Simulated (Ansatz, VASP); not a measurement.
# Bi2Se3: VASP beside Ansatz

```xyz
5
Lattice="-2.5396 2.5396 6.2710 2.5396 -2.5396 6.2710 2.5396 2.5396 -6.2710" Properties=species:S:1:pos:R:3 pbc="T T T"
Bi    2.5396    0.0000    5.1696
Bi    0.0000    2.5396    5.1696
Se    0.0000    2.5396    1.5871
Se    2.5396    0.0000    1.5871
Se    0.0000    0.0000    2.0526
```

Alike in both runs: functional PBE; k mesh 10 × 10 × 10; occupations gaussian, width 0.1 eV; no spin polarisation.

Ansatz relaxed the structure, and its values are those at the end. VASP's run is a single point on that final structure, the one shown.

|  | VASP | Ansatz |
| --- | --- | --- |
| version | VASP 6.6.1 | Ansatz 0.2.0 |
| potentials or method | VASP PAW PBE potentials, release 64 (Bi_d, Se), cutoff 520 eV | scalar-relativistic, plane waves, PAW |
| valence electrons in the cell | 48 | 78 |

Ansatz gave:

| Property | Result |
| --- | --- |
| gap on the k mesh at the Fermi level (eV) | none |
| pressure (GPa) | 0.0 |
| rms of the force components (eV/Å) | 0.001 |

Q: Which values does VASP return?

A: gap on the k mesh at the Fermi level (eV): none; pressure (GPa): 0.0; rms of the force components (eV/Å): 0.004.

A gap of «none» marks a metal or a gap that the smearing closes. VASP's potentials hold 48 valence electrons a cell and Ansatz's 78, so a difference there can come from the potentials and not from the codes.

Neither program's run includes spin-orbit coupling.
